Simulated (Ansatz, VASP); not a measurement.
## Cd: VASP beside Ansatz

File POSCAR:

```
Cd
1.0
    2.9793339840      0.0000000000      0.0000000000
    0.0000000000      2.9793339840      0.0000000000
    0.0000000000      0.0000000000      2.9793339840
Cd
1
Direct
    0.0000000000      0.0000000000      0.0000000000
```

INCAR.step1

```
ALGO = Normal ; EDIFF = 1E-5
ENCUT = 550 ; GGA = PE
GGA_COMPAT = False ; ISMEAR = -1
LASPH = True ; LCHARG = False
LREAL = False ; LWAVE = True
NBANDS = 12 ; NELM = 120
PREC = Accurate ; SIGMA = 0.1
```

The input INCAR.step2:

```
ALGO = Normal ; EDIFF = 1E-6
ENCUT = 550 ; GGA_COMPAT = False
ISIF = 2 ; ISMEAR = -1
ISTART = 1 ; LASPH = True
LCHARG = False ; LMIXTAU = True
LREAL = False ; LWAVE = False
METAGGA = R2SCAN ; NBANDS = 12
NELM = 120 ; PREC = Accurate
SIGMA = 0.1
```

The input KPOINTS:

```
k-points
0
Gamma
  12 12 12
```

Input for Ansatz:

```yaml
crystal:
  lattice:
    - [2.979333984, 0.0, 0.0]
    - [0.0, 2.979333984, 0.0]
    - [0.0, 0.0, 2.979333984]
  atoms:
    - { symbol: Cd, position: [0.0, 0.0, 0.0] }
hamiltonian:
  xc: r2scan
  pseudopotentials:
    kind: paw
    azcp:
      Cd: "pseudopotentials/Cd.paw.azcp"
basis:
  ecutwfc: 500
  fft_grid_basis: typed
kpoints:
  mp_grid: { grid: [12, 12, 12], shift: [0, 0, 0] }
magnetization:
  spin_polarized: false
scf:
  occupations: { method: fermi_dirac, width: 0.1 }
  lower_state_search: "off"
output:
  stress: true
```

Alike in both runs: task single point; functional r2SCAN; k mesh 12 × 12 × 12; occupations fermi-dirac, width 0.1 eV; no spin polarisation.

|  | VASP | Ansatz |
| --- | --- | --- |
| version | VASP 6.6.1 | Ansatz 0.2.0 |
| potentials or method | VASP PAW PBE potentials, release 64 (Cd), cutoff 550 eV | plane waves (500 eV) with PAW, scalar-relativistic |
| valence electrons in the cell | 12 | 20 |

```tsv
	VASP	Ansatz	Ansatz less VASP
pressure (GPa)	-1.1	-1.2	-0.12
```

VASP's potentials were made for PBE, not for r2SCAN. VASP's potentials hold 12 valence electrons a cell and Ansatz's 20, so a difference there can come from the potentials and not from the codes.
